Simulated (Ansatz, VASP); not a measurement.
# One calculation of LiF, two programs

```
Li F
1.0
     2.55953    0.00000    0.00000
     0.00000    2.55953    0.00000
     0.00000    0.00000    2.55953
Li F
1 1
Direct
  0.00000 0.00000 0.00000
  0.48590 0.48590 0.48590
```

Change from the starting cell: all F atoms moved +0.062 Å, as atom 2 towards its neighbour atom 1 (Li) at 2.217 Å.

Alike in both runs: task single point; functional PBE; k mesh 10 × 10 × 10; occupations gaussian, width 0.05 eV; no spin polarisation.

```csv
,VASP,Ansatz
version,VASP 6.6.1,Ansatz 0.2.0
potentials or method,"VASP PAW PBE potentials, release 64 (Li_sv, F), cutoff 520 eV","scalar-relativistic, plane waves, PAW"
valence electrons in the cell,10,10
```

VASP gave:

```
gap on the k mesh at the Fermi level (eV) : 7.51
least direct gap on the mesh (eV)         : 8.18
rms of the force components (eV/Å)        : 0.013
```

Q: Which values does Ansatz return?

A: gap on the k mesh at the Fermi level (eV): 7.50; least direct gap on the mesh (eV): 8.17; rms of the force components (eV/Å): 0.012.

Atom by atom the forces differ by 0.000 eV/Å (rms over components).

Noted on VASP's run: the cutoff is short for stress, so the pressure is rough.
